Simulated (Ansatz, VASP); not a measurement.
## One calculation of NaHf3, two programs

File INCAR:

```
SYSTEM = NaHf3
ALGO = Normal ; EDIFF = 1E-6
ENCUT = 520 ; GGA = PE
ISIF = 2 ; ISMEAR = 0
LASPH = .TRUE. ; LCHARG = .TRUE.
LELF = .TRUE. ; LREAL = .FALSE.
LVHAR = .TRUE. ; LWAVE = .FALSE.
NBANDS = 26 ; NELM = 60
PREC = Accurate ; SIGMA = 0.1
```

The input KPOINTS:

```
k-points
0
G
  4 4 4
  0 0 0
```

File POSCAR:

```
NaHf3
1.0
    4.2654928833      0.0000000000      0.0000000000
    0.0000000000      4.2654928833      0.0000000000
    0.0000000000      0.0000000000      4.2654928833
Na Hf
1 3
Direct
    0.0000000000      0.0000000000      0.0000000000
    0.0000000000      0.5000000000      0.5000000000
    0.5000000000      0.0000000000      0.5000000000
    0.5000000000      0.5000000000      0.0000000000
```

Input for Ansatz:

```yaml
crystal:
  lattice:
    - [4.2654928833, 0.0, 0.0]
    - [0.0, 4.2654928833, 0.0]
    - [0.0, 0.0, 4.2654928833]
  atoms:
    - { symbol: Na, position: [0.0, 0.0, 0.0] }
    - { symbol: Hf, position: [0.0, 0.5, 0.5] }
    - { symbol: Hf, position: [0.5, 0.0, 0.5] }
    - { symbol: Hf, position: [0.5, 0.5, 0.0] }
basis:
  ecutwfc: 420
kpoints:
  mp_grid: { grid: [4, 4, 4] }
hamiltonian:
  xc: pbe
scf:
  occupations: { method: gaussian, width: 0.1 }
  lower_state_search: "off"
output:
  forces: true
  stress: true
  eigenvalues: true
```

Alike in both runs: task single point; functional PBE; k mesh 4 × 4 × 4; occupations gaussian, width 0.1 eV; no spin polarisation.

```csv
,VASP,Ansatz
version,VASP 6.6.1,Ansatz 0.2.0
potentials or method,"VASP PAW PBE potentials, release 64 (Na_pv, Hf_pv), cutoff 520 eV","scalar-relativistic, plane waves, PAW"
valence electrons in the cell,37,87
```

```csv
,VASP,Ansatz,Ansatz less VASP
gap on the k mesh at the Fermi level (eV),none,none,-
pressure (GPa),14.8,14.9,+0.14
```

A gap of «none» marks a metal or a gap that the smearing closes. With one functional, cell and mesh, what is left measures potentials, basis and numerics. VASP's potentials hold 37 valence electrons a cell and Ansatz's 87, so a difference there can come from the potentials and not from the codes.

The k mesh is coarse, so the values compare programs but aren't converged. Neither program's run includes spin-orbit coupling.
